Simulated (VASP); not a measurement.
A run of VASP 6.6.1:

The input POSCAR:

```
ZnPtC6N6
1.0
    0.0000000000      5.2552000000      5.2552000000
    5.2552000000      0.0000000000      5.2552000000
    5.2552000000      5.2552000000      0.0000000000
Zn Pt C N
1 1 6 6
Direct
    0.5000000000      0.5000000000      0.5000000000
    0.0000000000      0.0000000000      0.0000000000
    0.1930000000      0.1930000000      0.8070000000
    0.8070000000      0.8070000000      0.1930000000
    0.8070000000      0.1930000000      0.1930000000
    0.1930000000      0.8070000000      0.8070000000
    0.1930000000      0.8070000000      0.1930000000
    0.8070000000      0.1930000000      0.8070000000
    0.2969000000      0.2969000000      0.7031000000
    0.7031000000      0.7031000000      0.2969000000
    0.7031000000      0.2969000000      0.2969000000
    0.2969000000      0.7031000000      0.7031000000
    0.2969000000      0.7031000000      0.2969000000
    0.7031000000      0.2969000000      0.7031000000
```

The input INCAR.step1:

```
ALGO     = Normal         # electronic algorithm
EDIFF    = 1E-5           # SCF threshold, eV
ENCUT    = 660            # plane-wave cutoff, eV
GGA      = PE             # functional
GGA_COMPAT= F            
ISMEAR   = 0              # smearing method
LASPH    = T              # aspherical terms in the spheres
LCHARG   = F              # write CHGCAR
LREAL    = F              # projectors in reciprocal space
LWAVE    = T              # write WAVECAR
NBANDS   = 51             # bands
NELM     = 120            # most SCF steps
PREC     = Accurate       # precision mode
SIGMA    = 0.1213         # smearing width, eV
```

INCAR.step2

```
ALGO     = Normal         # electronic algorithm
EDIFF    = 1E-6           # SCF threshold, eV
ENCUT    = 660            # plane-wave cutoff, eV
GGA_COMPAT= F            
ISIF     = 2              # what is computed and relaxed
ISMEAR   = 0              # smearing method
ISTART   = 1            
LASPH    = T              # aspherical terms in the spheres
LCHARG   = F              # write CHGCAR
LMIXTAU  = T            
LREAL    = F              # projectors in reciprocal space
LWAVE    = F              # write WAVECAR
METAGGA  = R2SCAN         # meta-GGA
NBANDS   = 51             # bands
NELM     = 120            # most SCF steps
PREC     = Accurate       # precision mode
SIGMA    = 0.1213         # smearing width, eV
```

File KPOINTS:

```
k-points
0
Gamma
  4 4 4
```

Potentials or basis: VASP PAW PBE potentials, release 64 (Zn, Pt, C, N).

The run is started by

```console
$ cat potpaw_PBE.64/Zn/POTCAR potpaw_PBE.64/Pt/POTCAR potpaw_PBE.64/C/POTCAR potpaw_PBE.64/N/POTCAR > POTCAR
$ cp INCAR.step1 INCAR
$ mpirun -np 1 vasp_std > vasp.out
$ cp INCAR.step2 INCAR
$ mpirun -np 1 vasp_std > vasp.out
```

Hardware: 1 thread of AMD EPYC 7R13, on a shared host.

**Question.** How long does it take, and how much memory?

**Answer.** It took 34 min on 1 thread of AMD EPYC 7R13, with other jobs on the host, peak memory 0.7 GiB. Counts: k points 8.
